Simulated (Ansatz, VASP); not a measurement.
## Cd2S: VASP beside Ansatz

```xyz
6
Lattice="7.0896 0.0000 0.0000 -3.5448 6.1398 0.0000 0.0000 0.0000 7.2783" Properties=species:S:1:pos:R:3 pbc="T T T"
Cd    0.0000    4.0932    4.9597
Cd    0.0000    4.0932    2.3185
Cd    3.5448    2.0466    2.3185
Cd    3.5448    2.0466    4.9597
S     0.0000    4.0932    0.0000
S     3.5448    2.0466    0.0000
```

Alike in both runs: functional PBE; k mesh 4 × 4 × 3; occupations gaussian, width 0.2 eV; no spin polarisation.

Ansatz relaxed the structure, and its values are those at the end. VASP's run is a single point on that final structure, the one shown.

|  | VASP | Ansatz |
| --- | --- | --- |
| version | VASP 6.6.1 | Ansatz 0.2.0 |
| potentials or method | VASP PAW PBE potentials, release 64 (Cd, S), cutoff 520 eV | scalar-relativistic, plane waves, PAW |
| valence electrons in the cell | 60 | 92 |

Ansatz gave:

```
gap on the k mesh at the Fermi level (eV) : 1.11
least direct gap on the mesh (eV)         : 1.11
pressure (GPa)                            : 0.4
rms of the force components (eV/Å)        : 0.007
```

**Question.** Estimate VASP's values.

**Answer.** gap on the k mesh at the Fermi level (eV): 1.11; least direct gap on the mesh (eV): 1.11; pressure (GPa): 0.6; rms of the force components (eV/Å): 0.010.

With one functional, cell and mesh, what is left measures potentials, basis and numerics. VASP's potentials hold 60 valence electrons a cell and Ansatz's 92, so a difference there can come from the potentials and not from the codes.
